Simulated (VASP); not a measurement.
Write the native input for VASP 6.6.1 that does the following.

* Task: single point
* Functional: PBE
* Potentials or basis: VASP PAW PBE potentials, release 64 (Mn_pv, S)
* Cutoff: 520 eV
* k mesh: 6 × 6 × 4
* Occupations: gaussian, width 0.1 eV
* Spin: collinear spin, ferromagnetic start
* Starting moments: [4.5, 4.5, 0.0, 0.0] μB
* Dipole correction: no
* Further INCAR settings: ALGO = Normal; EDIFF = 1e-06; NBANDS = 31

The structure of MnS lies in POSCAR:

```
MnS
1.0
    3.9760013000      0.0000000000      0.0000000000
   -1.9880006500      3.4433181300      0.0000000000
    0.0000000000      0.0000000000      6.4320000000
Mn S
2 2
Direct
    0.3333333300      0.6666666700      0.0000000000
    0.6666666700      0.3333333300      0.5000000000
    0.3333333300      0.6666666700      0.3850000000
    0.6666666700      0.3333333300      0.8850000000
```

One way to write it, as run:

INCAR

```
PREC = Accurate
ENCUT = 520
EDIFF = 1E-6
ISMEAR = 0
SIGMA = 0.1
LREAL = False
LASPH = True
NELM = 150
ALGO = Normal
ISIF = 2
LWAVE = False
LCHARG = False
ISPIN = 2
MAGMOM = 4.5 4.5 0 0
LORBIT = 11
LMAXMIX = 4
GGA = PE
NBANDS = 31
```

KPOINTS

```
Automatic mesh
0
Gamma
  6 6 4
```

Potentials or basis: VASP PAW PBE potentials, release 64 (Mn_pv, S).

Command:

```console
$ cat potpaw_PBE.64/Mn_pv/POTCAR potpaw_PBE.64/S/POTCAR > POTCAR
$ mpirun -np 1 vasp_std > vasp.out
```

Results of the run:

```json
{
  "Pressure": "1.3 GPa",
  "Largest force": "0.185 eV/Å",
  "Net moment": "9.92 μB per cell",
  "Site moments": "Mn +4.35; S +0.10 μB",
  "Valence electrons inside the program's atomic spheres": "Mn 11.37; S 3.77"
}
```

Caveat: only a ferromagnetic start was run, and an antiferromagnetic order may lie lower in energy.

It took 100 s on 1 thread of Intel(R) Xeon(R) Platinum 8259CL CPU @ 2.50GHz (Skylake/Cascade Lake) (shared host), peak memory 0.27 GiB.
